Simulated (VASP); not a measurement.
Here is a VASP 6.6.1 calculation.

INCAR

```
PREC     = Accurate       # precision mode
ENCUT    = 520            # plane-wave cutoff, eV
EDIFF    = 1E-6           # SCF threshold, eV
ISMEAR   = 0              # smearing method
SIGMA    = 0.05           # smearing width, eV
LREAL    = F              # projectors in reciprocal space
LASPH    = T              # aspherical terms in the spheres
NELM     = 150            # most SCF steps
ALGO     = Normal         # electronic algorithm
ISIF     = 2              # what is computed and relaxed
LWAVE    = F              # write WAVECAR
LCHARG   = F              # write CHGCAR
ISPIN    = 2              # spin polarisation
MAGMOM   = 1.05 1.05      # initial moments
LORBIT   = 11             # projections on sites
GGA      = PE             # functional
NBANDS   = 12             # bands
```

KPOINTS

```
Automatic mesh
0
Gamma
  6 6 6
```

The input POSCAR:

```
H
1.0
    5.6985316262      0.0000000000      0.0000000000
   -2.8492658131      4.9350731526      0.0000000000
    0.0000000000      0.0000000000      4.0666000000
H
2
Direct
    0.3333333333      0.6666666667      0.2500000000
    0.6666666667      0.3333333333      0.7500000000
```

Potentials or basis: VASP PAW PBE potentials, release 64 (H).

Launch:

```console
$ cat potpaw_PBE.64/H/POTCAR > POTCAR
$ mpirun -np 1 vasp_std > vasp.out
```

Problem. Predict the site moments.

Solution. H +0.38 μB.

Problem. Estimate the net moment.

Solution. 2.00 μB per cell.

Problem. Estimate the pressure.

Solution. 0.0 GPa.

Caveat: the atoms stand far beyond bonding distance.
